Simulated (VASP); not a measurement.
# Bi2Se3 (P-1) in VASP: electric field gradients with PBEsol

Aim: the electric field gradients of Bi2Se3 with PBEsol.

Everything below comes from runs of VASP 6.6.1. Logs are shortened: lines on timing, memory, paths and dates and some standing lists are left out, and cuts for length are marked.

### 1 The cell of the first run

The typed cell holds 5 atoms: a = 9.910 Å, b = 9.819 Å, c = 9.795 Å, α = 24.17°, β = 24.48°, γ = 24.24°.

### 2 Electric field gradients, PBEsol (equal xy, yz and zx shear strains of +2 %)

Contents of INCAR:

```
SYSTEM = Bi2Se3
  ALGO = Normal
  EDIFF = 1E-8
  ENCUT = 520
  GGA = PS
  ISIF = 2
  ISMEAR = -1
  LASPH = .TRUE.
  LCHARG = .FALSE.
  LEFG = .TRUE.
  LREAL = .FALSE.
  LWAVE = .FALSE.
  NBANDS = 32
  NELM = 100
  PREC = Accurate
  SIGMA = 0.03
```

Contents of KPOINTS:

```
k-points
0
G
  6 6 6
  0 0 0
```

Contents of POSCAR:

```
Bi2Se3
1.0
    2.1789124036      1.3121489696      9.5780047997
   -1.9640861900      1.2707189836      9.5365748138
    0.0715336865     -2.2965080533      9.5214103865
Bi Se
2 3
Direct
    0.4008000000      0.4008000000      0.4008000000
    0.5992000000      0.5992000000      0.5992000000
    0.0000000000      0.0000000000      0.0000000000
    0.2117000000      0.2117000000      0.2117000000
    0.7883000000      0.7883000000      0.7883000000
```

Potentials or basis: VASP PAW PBE potentials, release 64 (Bi_d, Se).

Started as:

```
$ cat potpaw_PBE.64/Bi_d/POTCAR potpaw_PBE.64/Se/POTCAR > POTCAR
$ mpirun -np 1 vasp_std > vasp.out
```

OUTCAR:

```text
SYSTEM = Bi2Se3
   EDIFF = 1E-8
   ENCUT = 520
   GGA = PS
   ISIF = 2
   ISMEAR = -1
   LASPH = .TRUE.
   LREAL = .FALSE.
   NELM = 100
   PREC = Accurate

 ion  position               nearest neighbor table
   1  0.401  0.401  0.401-   5 2.83   5 2.84   5 2.88   3 3.05   3 3.07   3 3.11
   2  0.599  0.599  0.599-   4 2.83   4 2.84   4 2.88   3 3.05   3 3.07   3 3.11
   3  0.000  0.000  0.000-   2 3.05   1 3.05   1 3.07   2 3.07   2 3.11   1 3.11
   4  0.212  0.212  0.212-   2 2.83   2 2.84   2 2.88
   5  0.788  0.788  0.788-   1 2.83   1 2.84   1 2.88

  LATTYP: Found a triclinic cell.
 ALAT       =     4.1071994077
 B/A-ratio  =     1.0088170701
 C/A-ratio  =     2.3847658486
 COS(alpha) =     0.0146781630
 COS(beta)  =     0.2036697513
 COS(gamma) =     0.4868514561

  Lattice vectors:

 A1 = (   2.0356198765,  -3.5672270369,  -0.0151644273)
 A2 = (   4.1429985936,   0.0414299860,   0.0414299859)
 A3 = (   0.0715336865,  -2.2965080533,   9.5214103865)

Analysis of symmetry for initial positions (statically):
=====================================================================
 Subroutine PRICEL returns:
 Original cell was already a primitive cell.

 Routine SETGRP: Setting up the symmetry group for a
 triclinic supercell.

 Subroutine GETGRP returns: Found  2 space group operations
 (whereof  2 operations were pure point group operations)
 out of a pool of  2 trial point group operations.

The static configuration has the point symmetry S_2 .

Analysis of symmetry for dynamics (positions and initial velocities):
=====================================================================
 Subroutine PRICEL returns:
 Original cell was already a primitive cell.

 Routine SETGRP: Setting up the symmetry group for a
 triclinic supercell.

 Subroutine GETGRP returns: Found  2 space group operations
 (whereof  2 operations were pure point group operations)
 out of a pool of  2 trial point group operations.

The dynamic configuration has the point symmetry S_2 .

 Subroutine INISYM returns: Found  2 space group operations
 (whereof  2 operations are pure point group operations),
 and found     1 'primitive' translations

----------------------------------------------------------------------------------------

                                     Primitive cell

  volume of cell :     141.8475

  direct lattice vectors                    reciprocal lattice vectors
     2.178912404  1.312148970  9.578004800     0.239693021  0.136647145  0.031157689
    -1.964086190  1.270718984  9.536574814    -0.243144729  0.141427716  0.035938261
     0.071533686 -2.296508053  9.521410386     0.002414243 -0.279112327  0.037688071

  length of vectors
     9.909973266  9.819298370  9.794708881     0.277661643  0.283571361  0.281655659

  position of ions in fractional coordinates (direct lattice)
     0.400800000  0.400800000  0.400800000
     0.599200000  0.599200000  0.599200000
     0.000000000  0.000000000  0.000000000
     0.211700000  0.211700000  0.211700000
     0.788300000  0.788300000  0.788300000

  ion indices of the primitive-cell ions
   primitive index   ion index
                 1           1
                 2           2
                 3           3
                 4           4
                 5           5

----------------------------------------------------------------------------------------
[... 53 lines left out ...]
   number of dos      NEDOS =    301   number of ions     NIONS =      5
   total plane-waves  NPLWV = 512000
   dimension x,y,z NGX =    80 NGY =   80 NGZ =   80
   dimension x,y,z NGXF=   160 NGYF=  160 NGZF=  160
   ions per type =               2   3
   NGX,Y,Z   is equivalent  to a cutoff of  13.42, 13.54, 13.58 a.u.
   NGXF,Y,Z  is equivalent  to a cutoff of  26.84, 27.09, 27.16 a.u.
 SYSTEM =  Bi2Se3
   PREC   = accura    normal or accurate (medium, high low for compatibility)
   ISTART =      0    job   : 0-new  1-cont  2-samecut
   ICHARG =      2    charge: 1-file 2-atom 10-const
   ISPIN  =      1    spin polarized calculation?
   LNONCOLLINEAR =      F non collinear calculations
   LSORBIT =      F    spin-orbit coupling
   LASPH  =      T    aspherical Exc in radial PAW
   ENCUT  =  520.0 eV  38.22 Ry    6.18 a.u.  18.43 18.26 18.21*2*pi/ulx,y,z
   NELM   =    100;   NELMIN=  2; NELMDL= -5     # of ELM steps
   EDIFF  = 0.1E-07   stopping-criterion for ELM
   LREAL  =      F    real-space projection
   EDIFFG = 0.1E-06   stopping-criterion for IOM
   NSW    =      0    number of steps for IOM
   IBRION =     -1    ionic relax: 0-MD 1-quasi-New 2-CG
   NFREE  =      0    steps in history (QN), initial steepest desc. (CG)
   ISIF   =      2    stress and relaxation
   ISYM   =      2    0-nonsym 1-usesym 2-fastsym
   POTIM  = 0.5000    time-step for ionic-motion
   TEBEG  =    0.0;   TEEND  =   0.0 temperature during run
   PSTRESS=    0.0 pullay stress
   NELECT =      48.0000    total number of electrons
   NUPDOWN=      -1.0000    fix difference up-down
   EMIN   =  10.00;   EMAX   =-10.00  energy-range for DOS
   EFERMI =   0.00;   METHOD = LEGACY
   ISMEAR =    -1;   SIGMA  =   0.03  broadening in eV -4-tet -1-fermi 0-gaus
   EFERMI_NEDOS =   21; number of points for ismear=-14 and -15
   IALGO  =     38    algorithm
   IMIX   =      4    mixing-type and parameters
     AMIX     =   0.40;   BMIX     =  1.00
     AMIX_MAG =   1.60;   BMIX_MAG =  1.00
  volume/ion in A,a.u.               =      28.37       191.45
  Fermi-wavevector in a.u.,A,eV,Ry     =   1.140814  2.155825 17.707378  1.301456
  Thomas-Fermi vector in A             =   2.277515
   LORBIT       =      0    0 simple, 1 ext, 2 COOP (PROOUT), +10 PAW based schemes
   GGA     = PS    functional components
   LHFCALC =     F    Hartree Fock is set to
   AEXX    =    0.0000 exact exchange contribution
   IVDW    =     0    specifies the selected vdW correction
   LEPSILON=     F    determine dielectric tensor
   LRPA    =     F    only Hartree local field effects (RPA)
 non-spin polarized calculation
  energy-cutoff  :      520.00
  volume of cell :      141.85
 maximum number of plane-waves:      3852
 NGX is ok and might be reduce to    80
   NGX = 37   NGY = 37   NGZ = 37

 number of electron      47.9999997 magnetization

 Free energy of the ion-electron system (eV)
  ---------------------------------------------------
  ext. energy  EPLUGINS =         0.00000000
  ---------------------------------------------------
  free energy    TOTEN  =       -22.03257764 eV

  energy without entropy =      -22.03239903  energy(sigma->0) =      -22.03248834

 E-fermi :   4.8925     XC(G=0):  -9.6828

 val. band max:        4.8253353724   @ k =   0.0000   0.0000   0.0000
 cond. band min:       4.9596956742   @ k =   0.0000   0.0000   0.0000
 fundamental gap:      0.1343603018
 Fermi energy:         4.8925153028

 k-point     1 :       0.0000    0.0000    0.0000
  band No.  band energies     occupation
      1     -18.2066      2.00000
      2     -18.2051      2.00000
      3     -18.2016      2.00000
      4     -18.2000      2.00000
      5     -18.1921      2.00000
      6     -18.1899      2.00000
[... 829 lines left out ...]
     31       9.8057      0.00000
     32      10.5977      0.00000

 [... further k-points ...]

------------------------ aborting loop because EDIFF is reached ----------------------------------------

  FORCE on cell =-STRESS in cart. coord.  units (eV):
  Direction    XX          YY          ZZ          XY          YZ          ZX
  --------------------------------------------------------------------------------------
  -------------------------------------------------------------------------------------
  Total        0.2404519     -0.7209388     -0.1999691     -0.1677151     -1.0117879     -0.5479614
  in kB        2.7159209     -8.1430529     -2.2586646     -1.8943533    -11.4282135     -6.1892613
  external PRESSURE =      -2.5619322 kB  Pullay stress =       0.0000000 kB

 VOLUME and BASIS-vectors are now :
 -----------------------------------------------------------------------------
  energy-cutoff  :      520.00
  volume of cell :      141.85
      direct lattice vectors                 reciprocal lattice vectors
     2.178912404  1.312148970  9.578004800     0.239693021  0.136647145  0.031157689
    -1.964086190  1.270718984  9.536574814    -0.243144729  0.141427716  0.035938261
     0.071533686 -2.296508053  9.521410386     0.002414243 -0.279112327  0.037688071

 POSITION                                       TOTAL-FORCE (eV/Angst)
 -----------------------------------------------------------------------------------
      0.11477      0.11477     11.47730         0.036481      0.067707     -0.188233
      0.17159      0.17159     17.15869        -0.036481     -0.067707      0.188233
      0.00000      0.00000      0.00000         0.000000      0.000000      0.000000
      0.06062      0.06062      6.06224         0.084913      0.157665     -0.100907
      0.22574      0.22574     22.57375        -0.084913     -0.157665      0.100907
 -----------------------------------------------------------------------------------
    total drift:                                0.000000      0.000000     -0.000000

  FREE ENERGIE OF THE ION-ELECTRON SYSTEM (eV)
  ---------------------------------------------------
  free  energy   TOTEN  =       -22.0325776420 eV

  energy  without entropy=      -22.0323990285  energy(sigma->0) =      -22.03248834

 Electric field gradients (V/A^2)
---------------------------------------------------------------------
 ion       V_xx      V_yy      V_zz      V_xy      V_xz      V_yz
---------------------------------------------------------------------
   1     -24.294    20.555     3.740    -2.412    11.205    35.331
   2     -24.294    20.555     3.740    -2.412    11.205    35.331
   3     -35.814   -36.793    72.608     9.505     6.259     6.720
   4       5.583     7.103   -12.686     5.832     8.932     8.935
   5       5.583     7.103   -12.686     5.832     8.932     8.935
---------------------------------------------------------------------

 Electric field gradients after diagonalization (V/A^2)
 (convention: |V_zz| > |V_xx| > |V_yy|)
----------------------------------------------------------------------
 ion       V_xx      V_yy      V_zz     asymmetry (V_yy - V_xx)/ V_zz
----------------------------------------------------------------------
   1     -34.676   -14.145    48.821       0.421
   2     -34.676   -14.145    48.821       0.421
   3     -45.825   -27.624    73.449       0.248
   4      17.498     0.487   -17.985       0.946
   5      17.498     0.487   -17.985       0.946
----------------------------------------------------------------------

           NMR quadrupolar parameters

 Cq : quadrupolar parameter    Cq=e*Q*V_zz/h
 eta: asymmetry parameters     (V_yy - V_xx)/ V_zz
 Q  : nuclear electric quadrupole moment in mb (millibarn)
----------------------------------------------------------------------
 ion       Cq(MHz)       eta       Q (mb)
----------------------------------------------------------------------
   1       0.118       0.421       1.000
   2       0.118       0.421       1.000
   3       0.178       0.248       1.000
   4      -0.043       0.946       1.000
   5      -0.043       0.946       1.000
----------------------------------------------------------------------
```

Wall time 61 min (1 thread of Intel Xeon Platinum 8375C at 2.90GHz (Ice Lake), shared host); peak memory 1.2 GiB.

What came out:

- Free energy: -22.0326 eV
- Pressure: -0.3 GPa
- Largest force: 0.206 eV/Å
- Band gap on the k mesh: 0.13 eV
- Largest electric field gradient by atom: Bi +48.8; Se +73.4, -18.0 (each value once) V/Å²

Forces in eV/Å, atoms in the order of the input:
```
Bi   0.036  0.068 -0.188
Bi  -0.036 -0.068  0.188
Se   0.000  0.000  0.000
Se   0.085  0.158 -0.101
Se  -0.085 -0.158  0.101
```

Levels at points of the mesh, in eV from the valence-band top:
```
           k point  band 21  band 22  band 23  band 24  band 25  band 26  band 27  band 28
(0.00, 0.00, 0.00)    -1.72    -1.23    -1.16     0.00     0.13     1.31     1.42     2.06
(0.50, 0.00, 0.00)    -2.91    -2.12    -1.15    -0.50     0.90     1.98     2.96     3.28
(0.00, 0.50, 0.00)    -3.00    -2.17    -1.31    -0.60     0.65     1.85     2.82     3.12
(0.50, 0.50, 0.00)    -1.91    -1.86    -1.64    -1.09     1.23     1.83     2.60     2.90
(0.00, 0.00, 0.50)    -2.98    -2.21    -1.25    -0.53     0.73     1.91     2.88     3.00
(0.50, 0.00, 0.50)    -1.96    -1.93    -1.69    -1.03     1.21     1.85     2.55     2.77
(0.00, 0.50, 0.50)    -1.93    -1.85    -1.55    -0.89     1.38     2.03     2.63     3.04
(0.50, 0.50, 0.50)    -1.54    -1.41    -1.31    -0.47     0.57     1.61     1.76     1.98
```

Electric field gradients, principal values (V/Å²):
```
atom    least   middle  greatest (by size)
1 Bi  -14.145  -34.676              48.821
2 Bi  -14.145  -34.676              48.821
3 Se  -27.624  -45.825              73.449
4 Se    0.487   17.498             -17.985
5 Se    0.487   17.498             -17.985
```

Caveat: the cell differs from its parent crystal (equal xy, yz and zx shear strains of +2 %); without QUAD_EFG the Cq values of the log hold for a quadrupole moment of 1 mb, not for the nuclei; the PAW data sets were made with another functional, which shifts forces and pressure a little; spin-orbit coupling is left out, which moves the levels of the heavy elements. A k mesh can miss the band edges.
